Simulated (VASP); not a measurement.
# CrMo3 (Pm-3m) in VASP: notebook, part 2 of 2

VASP 6.6.1.

### Step 3. Single point, PBE, collinear spin, ferromagnetic start

This run uses another cell than the first one, of 13.66 Å³/atom.

The input, INCAR:

```
  ALGO = Normal
  EDIFF = 1E-7
  ENCUT = 520
  GGA = PE
  ISIF = 2
  ISMEAR = 0
  ISPIN = 2
  LASPH = T
  LCHARG = F
  LMAXMIX = 4
  LORBIT = 11
  LREAL = F
  LWAVE = F
  MAGMOM = 3 0 0 0
  NBANDS = 39
  NELM = 150
  PREC = Accurate
  SIGMA = 0.1
```

The input, KPOINTS:

```
k-points
0
Gamma
  6 6 6
```

The input, POSCAR:

```
CrMo3
1.0
    3.7945616562      0.0000000000      0.0000000000
    0.0000000000      3.7945616562      0.0000000000
    0.0000000000      0.0000000000      3.7945616562
Cr Mo
1 3
Direct
    0.0000000000      0.0000000000      0.0000000000
    0.0000000000      0.5000000000      0.5000000000
    0.5000000000      0.0000000000      0.5000000000
    0.5000000000      0.5000000000      0.0000000000
```

Potentials or basis: VASP PAW PBE potentials, release 64 (Cr_pv, Mo_sv).

Command:

```
cat potpaw_PBE.64/Cr_pv/POTCAR potpaw_PBE.64/Mo_sv/POTCAR > POTCAR
mpirun -np 1 vasp_std > vasp.out
```

OUTCAR:

```text
EDIFF = 1E-7
   ENCUT = 520
   GGA = PE
   ISIF = 2
   ISMEAR = 0
   ISPIN = 2
   LASPH = T
   LORBIT = 11
   LREAL = F
   NELM = 150
   PREC = Accurate

 ion  position               nearest neighbor table
   1  0.000  0.000  0.000-   2 2.68   3 2.68   4 2.68   2 2.68   3 2.68   2 2.68   4 2.68   2 2.68
                             3 2.68   4 2.68   3 2.68   4 2.68
   2  0.000  0.500  0.500-   1 2.68   3 2.68   4 2.68   1 2.68   4 2.68   1 2.68   3 2.68   1 2.68
                             3 2.68   4 2.68   4 2.68   3 2.68
   3  0.500  0.000  0.500-   1 2.68   2 2.68   4 2.68   1 2.68   4 2.68   2 2.68   4 2.68   4 2.68
                             1 2.68   2 2.68   1 2.68   2 2.68
   4  0.500  0.500  0.000-   1 2.68   2 2.68   3 2.68   2 2.68   3 2.68   1 2.68   3 2.68   3 2.68
                             1 2.68   2 2.68   2 2.68   1 2.68

  LATTYP: Found a simple cubic cell.
 ALAT       =     3.7945616562

  Lattice vectors:

 A1 = (   3.7945616562,   0.0000000000,   0.0000000000)
 A2 = (   0.0000000000,   3.7945616562,   0.0000000000)
[... 1882 lines left out ...]

  FORCE on cell =-STRESS in cart. coord.  units (eV):
  Direction    XX          YY          ZZ          XY          YZ          ZX
  --------------------------------------------------------------------------------------
  -------------------------------------------------------------------------------------
  Total        9.9323738      9.9323738      9.9323738     -0.0000000     -0.0000000      0.0000000
  in kB      291.2586254    291.2586254    291.2586254     -0.0000000     -0.0000000      0.0000000
  external PRESSURE =     291.2586254 kB  Pullay stress =       0.0000000 kB

 VOLUME and BASIS-vectors are now :
 -----------------------------------------------------------------------------
  energy-cutoff  :      520.00
  volume of cell :       54.64
      direct lattice vectors                 reciprocal lattice vectors
     3.794561656  0.000000000  0.000000000     0.263535051  0.000000000  0.000000000
     0.000000000  3.794561656  0.000000000     0.000000000  0.263535051  0.000000000
     0.000000000  0.000000000  3.794561656     0.000000000  0.000000000  0.263535051

 POSITION                                       TOTAL-FORCE (eV/Angst)
 -----------------------------------------------------------------------------------
      0.00000      0.00000      0.00000         0.000000      0.000000      0.000000
      0.00000      1.89728      1.89728         0.000000      0.000000      0.000000
      1.89728      0.00000      1.89728         0.000000      0.000000      0.000000
      1.89728      1.89728      0.00000         0.000000      0.000000      0.000000
 -----------------------------------------------------------------------------------
    total drift:                                0.000000      0.000000      0.000000

  FREE ENERGIE OF THE ION-ELECTRON SYSTEM (eV)
  ---------------------------------------------------
  free  energy   TOTEN  =       -40.0285263747 eV

  energy  without entropy=      -39.9957135518  energy(sigma->0) =      -40.01211996

 total charge

# of ion       s       p       d       tot
------------------------------------------
    1        0.433   6.373   4.240  11.046
    2        2.426   6.214   4.122  12.761
    3        2.426   6.214   4.122  12.761
    4        2.426   6.214   4.122  12.761
--------------------------------------------------
tot          7.710  25.014  16.607  49.331

 magnetization (x)

# of ion       s       p       d       tot
------------------------------------------
    1        0.004   0.004   0.234   0.243
    2       -0.001   0.002  -0.005  -0.004
    3       -0.001   0.002  -0.005  -0.004
    4       -0.001   0.002  -0.005  -0.004
--------------------------------------------------
tot          0.002   0.010   0.220   0.232
```

OSZICAR:

```text
N       E                     dE             d eps       ncg     rms          rms(c)
DAV:   1     0.705220928831E+03    0.70522E+03   -0.31048E+04  3120   0.153E+03
DAV:   2    -0.123760746713E+02   -0.71760E+03   -0.69379E+03  3281   0.507E+02
DAV:   3    -0.424969699620E+02   -0.30121E+02   -0.28618E+02  3634   0.112E+02
[... 15 lines left out ...]
DAV:  19    -0.400285238658E+02   -0.50937E-06   -0.28194E-06  3546   0.667E-03    0.336E-03
DAV:  20    -0.400285248790E+02   -0.10132E-05   -0.10322E-05  3661   0.128E-02    0.265E-03
DAV:  21    -0.400285261741E+02   -0.12952E-05   -0.54784E-05  3889   0.291E-02    0.105E-03
DAV:  22    -0.400285263619E+02   -0.18774E-06   -0.97970E-06  3648   0.121E-02    0.691E-04
DAV:  23    -0.400285263747E+02   -0.12878E-07   -0.22788E-07  2677   0.257E-03
   1 F= -.40028526E+02 E0= -.40012120E+02  d E =-.328128E-01  mag=     0.2533
```

It took 49 s on 1 thread of Intel Xeon 6975P-C (Granite Rapids), shared host; peak memory 0.21 GiB.

What came out:

```
Free energy                                           : -40.0285 eV
Pressure                                              : 29.1 GPa
Net moment                                            : 0.25 μB per cell
Site moments                                          : Cr +0.24; Mo -0.00 μB
Valence electrons inside the program's atomic spheres : Cr 11.05; Mo 12.76
```

Caveat: the cell stands under pressure.

### Step 4. Relaxation of cell and atoms, PBE, collinear spin, ferromagnetic start

This run uses another cell than the first one, of 13.66 Å³/atom.

The input, INCAR:

```
SYSTEM = CrMo3
PREC = Accurate
ENCUT = 600
EDIFF = 1E-6
ISMEAR = 0
SIGMA = 0.1
LREAL = .False.
LASPH = .True.
NELM = 150
ALGO = Normal
ISIF = 3
LWAVE = .False.
LCHARG = .False.
ISPIN = 2
MAGMOM = 0.19 0 0 0
LORBIT = 11
LMAXMIX = 4
GGA = PE
IBRION = 2
NSW = 90
EDIFFG = -0.04
```

The input, KPOINTS:

```
Automatic mesh
0
Gamma
  4 4 4
  0 0 0
```

POSCAR is that of step 3.

Potentials or basis: VASP PAW PBE potentials, release 64 (Cr_pv, Mo_sv).

Command:

```
cat potpaw_PBE.64/Cr_pv/POTCAR potpaw_PBE.64/Mo_sv/POTCAR > POTCAR
mpirun -np 1 vasp_std > vasp.out
```

OUTCAR:

```text
SYSTEM = CrMo3
   PREC = Accurate
   ENCUT = 600
   EDIFF = 1E-6
   ISMEAR = 0
   LREAL = .False.
   LASPH = .True.
   NELM = 150
   ISIF = 3
   ISPIN = 2
   LORBIT = 11
   GGA = PE
   IBRION = 2
   NSW = 90
   EDIFFG = -0.04

 ion  position               nearest neighbor table
   1  0.000  0.000  0.000-   2 2.68   3 2.68   4 2.68   2 2.68   3 2.68   2 2.68   4 2.68   2 2.68
                             3 2.68   4 2.68   3 2.68   4 2.68
   2  0.000  0.500  0.500-   1 2.68   3 2.68   4 2.68   1 2.68   4 2.68   1 2.68   3 2.68   1 2.68
                             3 2.68   4 2.68   4 2.68   3 2.68
   3  0.500  0.000  0.500-   1 2.68   2 2.68   4 2.68   1 2.68   4 2.68   2 2.68   4 2.68   4 2.68
                             1 2.68   2 2.68   1 2.68   2 2.68
   4  0.500  0.500  0.000-   1 2.68   2 2.68   3 2.68   2 2.68   3 2.68   1 2.68   3 2.68   3 2.68
                             1 2.68   2 2.68   2 2.68   1 2.68

  LATTYP: Found a simple cubic cell.
 ALAT       =     3.7945616562

  Lattice vectors:

[... 1021 lines left out ...]

  energy without entropy =      -40.38618181  energy(sigma->0) =      -40.40535137

 E-fermi :  11.2802     XC(G=0): -13.2272

 val. band max:       11.1748076644   @ k =   0.2500   0.0000   0.0000
 cond. band min:      11.3191966841   @ k =   0.5000   0.2500   0.2500
 fundamental gap:      0.1443890197
 Fermi energy:        11.2802407352

 spin component 1

 k-point     1 :       0.0000    0.0000    0.0000
  band No.  band energies     occupation
      1     -49.3456      1.00000
      2     -49.0669      1.00000
      3     -49.0669      1.00000
      4     -31.4173      1.00000
      5     -31.4173      1.00000
      6     -31.4173      1.00000
[... 723 lines left out ...]
  FREE ENERGIE OF THE ION-ELECTRON SYSTEM (eV)
  ---------------------------------------------------
  free  energy   TOTEN  =       -40.4245209308 eV

  energy  without entropy=      -40.3861818113  energy(sigma->0) =      -40.40535137

 reached required accuracy - stopping structural energy minimisation

 total charge

# of ion       s       p       d       tot
------------------------------------------
    1        0.402   6.329   4.095  10.826
    2        2.392   6.183   3.929  12.504
    3        2.392   6.183   3.929  12.504
    4        2.392   6.183   3.929  12.504
--------------------------------------------------
tot          7.579  24.879  15.880  48.339

 magnetization (x)

# of ion       s       p       d       tot
------------------------------------------
    1       -0.000  -0.000  -0.001  -0.001
    2        0.000  -0.000  -0.000  -0.000
    3        0.000  -0.000  -0.000  -0.000
    4        0.000  -0.000  -0.000  -0.000
--------------------------------------------------
tot          0.000  -0.000  -0.002  -0.002
```

CONTCAR:

```text
CrMo3
   1.00000000000000
     3.9272535121010717   -0.0000000000000000   -0.0000000000000000
     0.0000000000000000    3.9272535121010717   -0.0000000000000000
     0.0000000000000000    0.0000000000000000    3.9272535121010717
  Cr              Mo
     1     3
Direct
     0.0000000000000000    0.0000000000000000    0.0000000000000000
     0.0000000000000000    0.5000000000000000    0.5000000000000000
     0.5000000000000000    0.0000000000000000    0.5000000000000000
     0.5000000000000000    0.5000000000000000    0.0000000000000000

  0.00000000E+00  0.00000000E+00  0.00000000E+00
  0.00000000E+00  0.00000000E+00  0.00000000E+00
  0.00000000E+00  0.00000000E+00  0.00000000E+00
  0.00000000E+00  0.00000000E+00  0.00000000E+00
```

Run time: 2.2 min. Hardware: 1 thread of Intel Xeon 6975P-C (Granite Rapids), shared host; peak memory 0.21 GiB.

Results:

| Quantity | Value |
| --- | --- |
| Free energy | -40.4245 eV |
| Relaxed volume | 15.14 Å³/atom |
| Relaxed cell | a = 3.927 Å, b = 3.927 Å, c = 3.927 Å, α = 90.00°, β = 90.00°, γ = 90.00° |
| Space group after relaxing (to 0.1 Å) | Pm-3m (No. 221) |
| Energy gained by relaxing | 125.5 meV/atom |
| Ionic steps | 4 |
| Pressure after relaxing | -0.1 GPa |
| Band gap on the k mesh | zero (filled and empty bands overlap) |
| Net moment | 0.00 μB per cell |
| Valence electrons inside the program's atomic spheres | Cr 10.83; Mo 12.50 |

The path:
```csv
step,energy change (eV),largest force (eV/Å),pressure (GPa),volume (Å³)
1,0.0000,0.0000,29.32,54.64
2,1.6535,0.0000,-33.58,76.88
3,-0.4997,0.0000,-1.69,60.97
4,-0.5018,0.0000,-0.11,60.57
```

Final structure:
```yaml
crystal:
  lattice:
    - [3.92725, 0.00000, 0.00000]
    - [0.00000, 3.92725, 0.00000]
    - [0.00000, 0.00000, 3.92725]
  atoms:
    - { symbol: Cr, position: [0.00000, 0.00000, 0.00000] }
    - { symbol: Mo, position: [0.00000, 0.50000, 0.50000] }
    - { symbol: Mo, position: [0.50000, 0.00000, 0.50000] }
    - { symbol: Mo, position: [0.50000, 0.50000, 0.00000] }
```

Caveat: the k points lie up to 0.40 Å⁻¹ apart in the final cell, too coarse for converged energies and pressures of a metal.

### Step 5. Summary

| task | cell | k mesh | cutoff (eV) | gap on the mesh (eV) | pressure (GPa) | moment (μB) |
| --- | --- | --- | --- | --- | --- | --- |
| single point | a = 3.937 Å, 4 atoms | 4 × 4 × 4 | 520 | none | -1.8 | 0.00 |
| single point | a = 3.795 Å, 4 atoms | 6 × 6 × 6 | 520 | none | 29.1 | 0.25 |
| relaxation of cell and atoms | relaxed from a = 3.795 Å, 4 atoms | 4 × 4 × 4 | 600 | none | -0.1 | 0.00 |

Alike in all rows: level PBE; potentials or basis VASP PAW PBE potentials, release 64 (Cr_pv, Mo_sv); spin collinear, ferromagnetic start; smearing gaussian 0.1 eV.

Caveats: some runs use coarse meshes; the cell stands under pressure (at least some runs).

Absolute energies hang on the potentials; compare differences alone.
